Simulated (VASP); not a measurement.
Input of a VASP 6.6.1 run:

File POSCAR:

```
ZnO
1.0
    3.2353522153      0.0000000000      0.0000000000
   -1.6176761076      2.8018972086      0.0000000000
    0.0000000000      0.0000000000      5.2109131278
Zn O
2 2
Direct
    0.3333333333      0.6666666667      0.4996551081
    0.6666666667      0.3333333333     -0.0003448919
    0.6666666667      0.3333333333      0.3793548919
    0.3333333333      0.6666666667      0.8793548919
```

File INCAR.step1:

```
PREC     = Accurate       # precision mode
ENCUT    = 660            # plane-wave cutoff, eV
ISMEAR   = 0              # smearing method
SIGMA    = 0.01           # smearing width, eV
LREAL    = F              # projectors in reciprocal space
LASPH    = T              # aspherical terms in the spheres
NELM     = 120            # most SCF steps
NBANDS   = 26             # bands
GGA      = PE             # functional
ALGO     = Normal         # electronic algorithm
EDIFF    = 1E-5           # SCF threshold, eV
LWAVE    = T              # write WAVECAR
LCHARG   = F              # write CHGCAR
GGA_COMPAT= F
```

The input INCAR.step2:

```
PREC     = Accurate       # precision mode
ENCUT    = 660            # plane-wave cutoff, eV
EDIFF    = 1E-6           # SCF threshold, eV
ISMEAR   = 0              # smearing method
SIGMA    = 0.01           # smearing width, eV
LREAL    = F              # projectors in reciprocal space
LASPH    = T              # aspherical terms in the spheres
NELM     = 120            # most SCF steps
ALGO     = Normal         # electronic algorithm
ISIF     = 2              # what is computed and relaxed
LWAVE    = F              # write WAVECAR
LCHARG   = T              # write CHGCAR
METAGGA  = R2SCAN         # meta-GGA
LMIXTAU  = T            
LELF     = T              # ELF
LVHAR    = T            
NBANDS   = 26             # bands
ISTART   = 1            
GGA_COMPAT= F
```

File KPOINTS:

```
Automatic mesh
0
Gamma
  12 12 6
```

Potentials or basis: VASP PAW PBE potentials, release 64 (Zn, O).

Run with:

```sh
$ cat potpaw_PBE.64/Zn/POTCAR potpaw_PBE.64/O/POTCAR > POTCAR
$ cp INCAR.step1 INCAR
$ mpirun -np 1 vasp_std > vasp.out
$ cp INCAR.step2 INCAR
$ mpirun -np 1 vasp_std > vasp.out
```

(1) Estimate the band gap on the k mesh.

(2) What does it give for the pressure?

Answers

(1) 1.24 eV.

(2) 0.6 GPa.

Caveat: the PAW data sets were made with another functional, which shifts forces and pressure a little.

**What was measured.**

From “Electronic structure of alkaline earth and post-transition metal oxides”, 2009, arxiv:0908.1581, for a bulk crystal of ZnO: band gap 3.37 eV.

Against the measured gap of ZnO, 3.37 eV (quoted in “Electronic structure of alkaline earth and post-transition metal oxides”, 2009, arxiv:0908.1581), the calculated 1.24 eV is off by -2.13 eV. So large a miss can be the level of theory's own, or it may mean another phase, state or a wrong row. The value is that of r2SCAN, without temperature or zero-point motion.
